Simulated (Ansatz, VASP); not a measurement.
# Two plane-wave programs on CdTe

Contents of INCAR:

```
  ALGO = Normal
  EDIFF = 1E-6
  ENCUT = 520
  GGA = PE
  ISIF = 2
  ISMEAR = -1
  LASPH = T
  LCHARG = F
  LREAL = F
  LWAVE = F
  NBANDS = 16
  NELM = 100
  PREC = Accurate
  SIGMA = 0.02
```

KPOINTS

```
k-points
0
Gamma
  6 6 6
```

The input POSCAR:

```
CdTe
1.0
    0.0000000000      3.2471555647      3.2471555647
    3.2471555647      0.0000000000      3.2471555647
    3.2471555647      3.2471555647      0.0000000000
Cd Te
1 1
Direct
    0.0000000000      0.0000000000      0.0000000000
    0.2500000000      0.2500000000      0.2500000000
```

Input for Ansatz:

```yaml
crystal:
  lattice:
    - [0.0, 3.2471555647, 3.2471555647]
    - [3.2471555647, 0.0, 3.2471555647]
    - [3.2471555647, 3.2471555647, 0.0]
  atoms:
    - { symbol: Cd, position: [0.0, 0.0, 0.0] }
    - { symbol: Te, position: [0.25, 0.25, 0.25] }
kpoints:
  mp_grid: { grid: [6, 6, 6] }
  band_path:
    path:
      - [0.0, 0.0, 0.0]
      - [-0.5, -0.5, 0.0]
      - [-0.375, -0.375, 0.25]
      - [-0.375, 0.0, 0.375]
      - [0.0, 0.0, 0.5]
      - [-0.5, -0.25, 0.25]
    npoints: 1
hamiltonian:
  xc: pbe
scf:
  occupations: { method: fermi_dirac, width: 0.02 }
  n_extra_bands: 4
output:
  forces: true
  stress: true
  eigenvalues: true
  write_density: true
  write_potential: true
  elf: true
  volumetric_format: npy
```

Change from the starting cell: hydrostatic strain -1.0%.

Alike in both runs: task single point; functional PBE; k mesh 6 × 6 × 6; occupations fermi-dirac, width 0.02 eV; no spin polarisation.

|  | VASP | Ansatz |
| --- | --- | --- |
| version | VASP 6.6.1 | Ansatz 0.2.0 |
| potentials or method | VASP PAW PBE potentials, release 64 (Cd, Te) | plane waves, PAW |
| plane-wave cutoff (eV) | 520 | 420 |
| valence electrons in the cell | 18 | 36 |

|  | VASP | Ansatz | Ansatz less VASP |
| --- | --- | --- | --- |
| gap on the k mesh at the Fermi level (eV) | 0.75 | 0.75 | +0.001 |
| pressure (GPa) | 2.4 | 2.3 | -0.14 |

With one functional, cell and mesh, what is left measures potentials, basis and numerics. VASP's potentials hold 18 valence electrons a cell and Ansatz's 36, so a difference there can come from the potentials and not from the codes.

Neither program's run includes spin-orbit coupling.
